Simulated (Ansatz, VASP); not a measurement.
# Al: VASP beside Ansatz

```
Al
1.0
     2.72951    0.00000    0.00000
    -1.36476    2.36383    0.00000
     0.00000    0.00000    8.86898
Al
4
Cartesian
  0.0000 0.0000 0.0000
  0.0000 1.5759 2.2172
  0.0000 0.0000 4.4345
  1.3648 0.7879 6.6517
```

Alike in both runs: task single point; functional LDA; k mesh 9 × 9 × 3; no spin polarisation.

```csv
,VASP,Ansatz
version,VASP 6.6.1,Ansatz 0.2.0
potentials or method,"VASP PAW LDA potentials, release 64 (Al), cutoff 520 eV","plane waves, PAW"
occupations,"methfessel-paxton of order 1, width 0.1 eV","cold, width 0.1 eV"
valence electrons in the cell,12,12
```

|  | VASP | Ansatz | Ansatz less VASP |
| --- | --- | --- | --- |
| pressure (GPa) | 10.6 | 10.4 | -0.16 |
| traceless stress, the component that is largest in VASP (GPa) | 2.58 | 2.81 | +0.237 |

LDA's correlation is that of Perdew and Zunger in VASP and of Perdew and Wang (1992) in Ansatz.
